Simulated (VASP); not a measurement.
Ta:

```
Ta
1.0
    -1.65128    1.65128    1.65128
     1.65128   -1.65128    1.65128
     1.65128    1.65128   -1.65128
Ta
1
Direct
  0.00000 0.00000 0.00000
```

- Program: VASP 6.6.1
- Task: relaxation of cell and atoms
- Functional: RPBE
- Potentials or basis: VASP PAW PBE potentials, release 64 (Ta_pv)
- Cutoff: 600 eV
- k mesh: 11 × 11 × 11
- Occupations: fermi-dirac, width 0.05 eV
- Spin: no spin polarisation

At the start: pressure 6.2 GPa; volume 18.01 Å³/atom.

Question: Where does the relaxation end?

Answer: Over 3 steps the energy falls by 10.8 meV/atom and the volume is 18.60 Å³/atom (+3.3 %); space group Im-3m (No. 229, to 0.05 Å).

Step by step:
```csv
step,energy change (eV),largest force (eV/Å),pressure (GPa),volume (Å³)
1,0.0000,0.0000,6.21,18.01
2,0.0373,0.0000,-11.17,19.89
3,-0.0108,0.0000,-0.14,18.60
```

Final structure:
```cif
data_structure
_symmetry_space_group_name_H-M 'P 1'
_symmetry_Int_Tables_number 1
_cell_length_a 2.8909
_cell_length_b 2.8909
_cell_length_c 2.8909
_cell_angle_alpha 109.471
_cell_angle_beta 109.471
_cell_angle_gamma 109.471
_cell_volume 18.60
loop_
_atom_site_label
_atom_site_type_symbol
_atom_site_fract_x
_atom_site_fract_y
_atom_site_fract_z
_atom_site_occupancy
Ta1 Ta 0.00000 0.00000 0.00000 1
```

Caveat: the PAW data sets were made with another functional, which shifts forces and pressure a little.
